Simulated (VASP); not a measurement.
# AlP (F-43m) in VASP: notebook, part 2 of 2

VASP 6.6.1. The steps go on from the part before.

## 3. Single point, PBE

INCAR

```
  PREC = Accurate
  ENCUT = 500
  EDIFF = 1E-6
  ISMEAR = 0
  SIGMA = 0.02
  LREAL = F
  LASPH = T
  NELM = 120
  ALGO = Normal
  ISIF = 2
  LWAVE = F
  LCHARG = F
  GGA = PE
  NBANDS = 11
  GGA_COMPAT = F
```

KPOINTS

```
regular mesh
0
Gamma
  8 8 8
```

POSCAR

```
AlP
1.0
    0.0000000000      2.7536744973      2.7536744973
    2.7536744973      0.0000000000      2.7536744973
    2.7536744973      2.7536744973      0.0000000000
Al P
1 1
Direct
    0.0000000000      0.0000000000      0.0000000000
    0.2500000000      0.2500000000      0.2500000000
```

Potentials or basis: VASP PAW PBE potentials, release 64 (Al, P).

On the command line:

```
> cat potpaw_PBE.64/Al/POTCAR potpaw_PBE.64/P/POTCAR > POTCAR
> mpirun -np 1 vasp_std > vasp.out
```

OUTCAR:

```text
PREC = Accurate
   ENCUT = 500
   EDIFF = 1E-6
   ISMEAR = 0
   LREAL = F
   LASPH = T
   NELM = 120
   ISIF = 2
   GGA = PE

 ion  position               nearest neighbor table
   1  0.000  0.000  0.000-   2 2.38   2 2.38   2 2.38   2 2.38
   2  0.250  0.250  0.250-   1 2.38   1 2.38   1 2.38   1 2.38

  LATTYP: Found a face centered cubic cell.
 ALAT       =     5.5073489946

  Lattice vectors:

 A1 = (   0.0000000000,   2.7536744973,   2.7536744973)
 A2 = (   2.7536744973,   0.0000000000,   2.7536744973)
 A3 = (   2.7536744973,   2.7536744973,   0.0000000000)

Analysis of symmetry for initial positions (statically):
=====================================================================
 Subroutine PRICEL returns:
 Original cell was already a primitive cell.

 Routine SETGRP: Setting up the symmetry group for a
 face centered cubic supercell.

 Subroutine GETGRP returns: Found 24 space group operations
 (whereof 24 operations were pure point group operations)
 out of a pool of 48 trial point group operations.

The static configuration has the point symmetry T_d .

Analysis of symmetry for dynamics (positions and initial velocities):
=====================================================================
 Subroutine PRICEL returns:
 Original cell was already a primitive cell.

 Routine SETGRP: Setting up the symmetry group for a
 face centered cubic supercell.

 Subroutine GETGRP returns: Found 24 space group operations
 (whereof 24 operations were pure point group operations)
 out of a pool of 48 trial point group operations.

The dynamic configuration has the point symmetry T_d .

 Subroutine INISYM returns: Found 24 space group operations
 (whereof 24 operations are pure point group operations),
 and found     1 'primitive' translations

----------------------------------------------------------------------------------------

                                     Primitive cell

  volume of cell :      41.7607

  direct lattice vectors                    reciprocal lattice vectors
     0.000000000  2.753674497  2.753674497    -0.181575564  0.181575564  0.181575564
     2.753674497  0.000000000  2.753674497     0.181575564 -0.181575564  0.181575564
     2.753674497  2.753674497  0.000000000     0.181575564  0.181575564 -0.181575564

  length of vectors
     3.894283820  3.894283820  3.894283820     0.314498102  0.314498102  0.314498102

  position of ions in fractional coordinates (direct lattice)
     0.000000000  0.000000000  0.000000000
     0.250000000  0.250000000  0.250000000

  ion indices of the primitive-cell ions
   primitive index   ion index
                 1           1
                 2           2

----------------------------------------------------------------------------------------

 KPOINTS: regular mesh

Automatic generation of k-mesh.
 Grid dimensions read from file:
 generate k-points for:    8    8    8

 Generating k-lattice:

  Cartesian coordinates                     Fractional coordinates (reciprocal lattice)
    -0.022696946  0.022696946  0.022696946     0.125000000  0.000000000  0.000000000
     0.022696946 -0.022696946  0.022696946     0.000000000  0.125000000  0.000000000
     0.022696946  0.022696946 -0.022696946     0.000000000  0.000000000  0.125000000

  Length of vectors
     0.039312263  0.039312263  0.039312263

  Shift w.r.t. Gamma in fractional coordinates (k-lattice)
     0.000000000  0.000000000  0.000000000

 Subroutine IBZKPT returns following result:
 ===========================================

 Found     29 irreducible k-points:

 Following reciprocal coordinates:
            Coordinates               Weight
  0.000000  0.000000  0.000000      1.000000
  0.125000  0.000000  0.000000      8.000000
  0.250000  0.000000  0.000000      8.000000
  0.375000  0.000000  0.000000      8.000000
  0.500000  0.000000  0.000000      4.000000
  0.125000  0.125000  0.000000      6.000000
[... 16 lines left out ...]
  0.500000  0.250000  0.125000     48.000000
 -0.375000  0.250000  0.125000     24.000000
 [... further k-points ...]
   k-points           NKPTS =     29   k-points in BZ     NKDIM =     29   number of bands    NBANDS=     11
   number of dos      NEDOS =    301   number of ions     NIONS =      2
   total plane-waves  NPLWV =  21952
   dimension x,y,z NGX =    28 NGY =   28 NGZ =   28
   dimension x,y,z NGXF=    56 NGYF=   56 NGZF=   56
   ions per type =               1   1
   NGX,Y,Z   is equivalent  to a cutoff of  11.95, 11.95, 11.95 a.u.
   NGXF,Y,Z  is equivalent  to a cutoff of  23.91, 23.91, 23.91 a.u.
 SYSTEM =  unknown system
   PREC   = accura    normal or accurate (medium, high low for compatibility)
   ISTART =      0    job   : 0-new  1-cont  2-samecut
   ICHARG =      2    charge: 1-file 2-atom 10-const
   ISPIN  =      1    spin polarized calculation?
   LNONCOLLINEAR =      F non collinear calculations
   LSORBIT =      F    spin-orbit coupling
   LASPH  =      T    aspherical Exc in radial PAW
   ENCUT  =  500.0 eV  36.75 Ry    6.06 a.u.   7.10  7.10  7.10*2*pi/ulx,y,z
   NELM   =    120;   NELMIN=  2; NELMDL= -5     # of ELM steps
   EDIFF  = 0.1E-05   stopping-criterion for ELM
   LREAL  =      F    real-space projection
   EDIFFG = 0.1E-04   stopping-criterion for IOM
   NSW    =      0    number of steps for IOM
   IBRION =     -1    ionic relax: 0-MD 1-quasi-New 2-CG
   NFREE  =      0    steps in history (QN), initial steepest desc. (CG)
   ISIF   =      2    stress and relaxation
   ISYM   =      2    0-nonsym 1-usesym 2-fastsym
   POTIM  = 0.5000    time-step for ionic-motion
   TEBEG  =    0.0;   TEEND  =   0.0 temperature during run
   PSTRESS=    0.0 pullay stress
   NELECT =       8.0000    total number of electrons
   NUPDOWN=      -1.0000    fix difference up-down
   EMIN   =  10.00;   EMAX   =-10.00  energy-range for DOS
   EFERMI =   0.00;   METHOD = LEGACY
   ISMEAR =     0;   SIGMA  =   0.02  broadening in eV -4-tet -1-fermi 0-gaus
   EFERMI_NEDOS =   21; number of points for ismear=-14 and -15
   IALGO  =     38    algorithm
   IMIX   =      4    mixing-type and parameters
     AMIX     =   0.40;   BMIX     =  1.00
     AMIX_MAG =   1.60;   BMIX_MAG =  1.00
  volume/ion in A,a.u.               =      20.88       140.91
  Fermi-wavevector in a.u.,A,eV,Ry     =   0.943732  1.783396 12.117770  0.890631
  Thomas-Fermi vector in A             =   2.071469
   LORBIT       =      0    0 simple, 1 ext, 2 COOP (PROOUT), +10 PAW based schemes
   GGA     = PE    functional components
   LHFCALC =     F    Hartree Fock is set to
   AEXX    =    0.0000 exact exchange contribution
   IVDW    =     0    specifies the selected vdW correction
   LEPSILON=     F    determine dielectric tensor
   LRPA    =     F    only Hartree local field effects (RPA)
 non-spin polarized calculation
 Gauss-broadening in eV      SIGMA  =   0.02
  energy-cutoff  :      500.00
  volume of cell :       41.76
 maximum number of plane-waves:      1069
   NGX = 15   NGY = 15   NGZ = 15

 number of electron       8.0000001 magnetization

 Free energy of the ion-electron system (eV)
  ---------------------------------------------------
  ext. energy  EPLUGINS =         0.00000000
  ---------------------------------------------------
  free energy    TOTEN  =       -10.37677433 eV

  energy without entropy =      -10.37677433  energy(sigma->0) =      -10.37677433

 E-fermi :   4.4619     XC(G=0):  -9.1085

 val. band max:        4.3459720203   @ k =   0.0000   0.0000   0.0000
 cond. band min:       5.9755773047   @ k =   0.5000   0.5000   0.0000
 fundamental gap:      1.6296052844
 Fermi energy:         4.4619432421

 k-point     1 :       0.0000    0.0000    0.0000
  band No.  band energies     occupation
      1      -7.0127      2.00000
      2       4.3460      2.00000
      3       4.3460      2.00000
      4       4.3460      2.00000
      5       7.4311      0.00000
      6       8.8711      0.00000
      7       8.8711      0.00000
      8       8.8711      0.00000
      9      13.1510      0.00000
     10      13.1510      0.00000
     11      14.4576      0.00000
[... 309 lines left out ...]
 k-point    24 :      -0.3750    0.2500    0.1250
  band No.  band energies     occupation
      1      -5.0956      2.00000
      2      -0.7275      2.00000
      3       1.8112      2.00000
      4       2.9029      2.00000
      5       8.2650      0.00000
      6       8.8427      0.00000
      7      11.1512      0.00000
      8      11.9662      0.00000
      9      13.2296      0.00000
     10      15.7006      0.00000
     11      16.9062      0.00000

 [... further k-points ...]
[... 5 lines left out ...]
  --------------------------------------------------------------------------------------
  -------------------------------------------------------------------------------------
  Total       -0.0190132     -0.0190132     -0.0190132     -0.0000000      0.0000000     -0.0000000
  in kB       -0.7294529     -0.7294529     -0.7294529     -0.0000000      0.0000000     -0.0000000
  external PRESSURE =      -0.7294529 kB  Pullay stress =       0.0000000 kB

 VOLUME and BASIS-vectors are now :
 -----------------------------------------------------------------------------
  energy-cutoff  :      500.00
  volume of cell :       41.76
      direct lattice vectors                 reciprocal lattice vectors
     0.000000000  2.753674497  2.753674497    -0.181575564  0.181575564  0.181575564
     2.753674497  0.000000000  2.753674497     0.181575564 -0.181575564  0.181575564
     2.753674497  2.753674497  0.000000000     0.181575564  0.181575564 -0.181575564

 POSITION                                       TOTAL-FORCE (eV/Angst)
 -----------------------------------------------------------------------------------
      0.00000      0.00000      0.00000        -0.000000     -0.000000     -0.000000
      1.37684      1.37684      1.37684         0.000000      0.000000      0.000000
 -----------------------------------------------------------------------------------
    total drift:                               -0.000000     -0.000000     -0.000000

  FREE ENERGIE OF THE ION-ELECTRON SYSTEM (eV)
  ---------------------------------------------------
  free  energy   TOTEN  =       -10.3767743292 eV

  energy  without entropy=      -10.3767743292  energy(sigma->0) =      -10.37677433
```

OSZICAR:

```text
N       E                     dE             d eps       ncg     rms          rms(c)
DAV:   1     0.120224645308E+02    0.12022E+02   -0.30374E+03   646   0.539E+02
DAV:   2    -0.970537553688E+01   -0.21728E+02   -0.19955E+02   820   0.858E+01
DAV:   3    -0.107092437484E+02   -0.10039E+01   -0.10020E+01   785   0.180E+01
DAV:   4    -0.107183093227E+02   -0.90656E-02   -0.90648E-02   786   0.211E+00
DAV:   5    -0.107184646406E+02   -0.15532E-03   -0.15532E-03   801   0.259E-01    0.441E+00
DAV:   6    -0.104161588918E+02    0.30231E+00   -0.62419E-01   719   0.291E+00    0.279E+00
DAV:   7    -0.103762163943E+02    0.39942E-01   -0.21112E-01   774   0.186E+00    0.142E+00
DAV:   8    -0.103766913653E+02   -0.47497E-03   -0.15008E-02   738   0.595E-01    0.243E-01
DAV:   9    -0.103766019344E+02    0.89431E-04   -0.74416E-04   766   0.148E-01    0.100E-01
DAV:  10    -0.103767681940E+02   -0.16626E-03   -0.24713E-04   707   0.819E-02    0.126E-02
DAV:  11    -0.103767735174E+02   -0.53235E-05   -0.25526E-05   796   0.229E-02    0.699E-03
DAV:  12    -0.103767743292E+02   -0.81182E-06   -0.15832E-06   744   0.711E-03
   1 F= -.10376774E+02 E0= -.10376774E+02  d E =-.165134E-18
```

It took 16 s on 1 thread of Intel Xeon 8259CL, shared host; peak memory 0.15 GiB.

What came out:

```
Free energy            : -10.3768 eV
Pressure               : -0.1 GPa
Band gap on the k mesh : 1.63 eV (least direct gap 3.09 eV)
```

A k mesh can miss the band edges.
